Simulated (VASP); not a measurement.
Runs of VASP 6.6.1 on ZrB2. The structure is that of space group P6/mmm (No. 191), or close to it. The cells are those of the table. 

```tsv
cell	gap on the mesh (eV)	pressure (GPa)
a = 3.149, b = 3.149, c = 3.509 Å, angles 90.0, 90.0, 120.0°, 3 atoms	none	1.2
a = 3.232, b = 3.232, c = 3.602 Å, angles 90.0, 90.0, 120.0°, 3 atoms	none	(a)
a = 3.170, b = 3.170, c = 3.533 Å, angles 90.0, 90.0, 120.0°, 3 atoms	none	(b)
a = 3.127, b = 3.127, c = 3.485 Å, angles 90.0, 90.0, 120.0°, 3 atoms	none	6.7
a = 3.212, b = 3.212, c = 3.579 Å, angles 90.0, 90.0, 120.0°, 3 atoms	none	-12.3
a = 3.105, b = 3.105, c = 3.461 Å, angles 90.0, 90.0, 120.0°, 3 atoms	none	12.7
a = 3.191, b = 3.191, c = 3.556 Å, angles 90.0, 90.0, 120.0°, 3 atoms	none	-8.2
```

Alike in all rows: task single point; level PBEsol; potentials or basis VASP PAW PBE potentials, release 64 (Zr_sv, B); no spin polarisation; k mesh 10 × 10 × 8; cutoff (eV) 520; smearing methfessel-paxton 0.15 eV.

Problem. Estimate the missing entries.

Solution. (a) -16.0; (b) -3.8.

Caveats: the PAW data sets were made with another functional, which shifts forces and pressure a little.

A k mesh can miss the band edges, and the runs leave out spin-orbit coupling on Zr.

A gap of «none» marks levels without a gap at the run's occupations.
